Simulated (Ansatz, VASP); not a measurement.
**One calculation of Pt, two programs**

File INCAR:

```
PREC = Accurate
ENCUT = 520
EDIFF = 1E-7
ISMEAR = 0
SIGMA = 0.15
LREAL = F
LASPH = T
NELM = 80
ALGO = Fast
ISIF = 2
LWAVE = F
LCHARG = T
GGA = PE
LELF = T
LVHAR = T
NBANDS = 11
```

Contents of KPOINTS:

```
regular mesh
0
Gamma
  22 22 22
```

The input POSCAR:

```
Pt
1.0
   -1.4574824000      1.4574824000      1.6475888000
    1.4574824000     -1.4574824000      1.6475888000
    1.4574824000      1.4574824000     -1.6475888000
Pt
1
Direct
    0.0000000000      0.0000000000      0.0000000000
```

Input for Ansatz:

```yaml
crystal:
  lattice:
    - [-1.4574824, 1.4574824, 1.6475888]
    - [1.4574824, -1.4574824, 1.6475888]
    - [1.4574824, 1.4574824, -1.6475888]
  atoms:
    - { symbol: Pt, position: [0.0, 0.0, 0.0] }
basis:
  ecutwfc: 420
kpoints:
  mp_grid: { grid: [22, 22, 22] }
hamiltonian:
  xc: pbe
scf:
  occupations: { method: gaussian, width: 0.15 }
output:
  forces: true
  stress: true
  eigenvalues: true
```

Change from the starting cell: strain -0.080 along x and y, +0.040 along z, atoms carried along.

Alike in both runs: task single point; functional PBE; k mesh 22 × 22 × 22; occupations gaussian, width 0.15 eV; no spin polarisation.

|  | VASP | Ansatz |
| --- | --- | --- |
| version | VASP 6.6.1 | Ansatz 0.2.0 |
| potentials or method | VASP PAW PBE potentials, release 64 (Pt), cutoff 520 eV | scalar-relativistic, plane waves, PAW |
| valence electrons in the cell | 10 | 18 |

|  | VASP | Ansatz | Ansatz less VASP |
| --- | --- | --- | --- |
| gap on the k mesh at the Fermi level (eV) | none | none | - |
| pressure (GPa) | 39.4 | 40.0 | +0.58 |
| traceless stress, the component that is largest in VASP (GPa) | 5.99 | 6.00 | +0.008 |

A gap of «none» marks a metal or a gap that the smearing closes. Both programs put the cell under a high pressure, so it lies far from rest at this level. VASP's potentials hold 10 valence electrons a cell and Ansatz's 18, so a difference there can come from the potentials and not from the codes.

Neither program's run includes spin-orbit coupling.
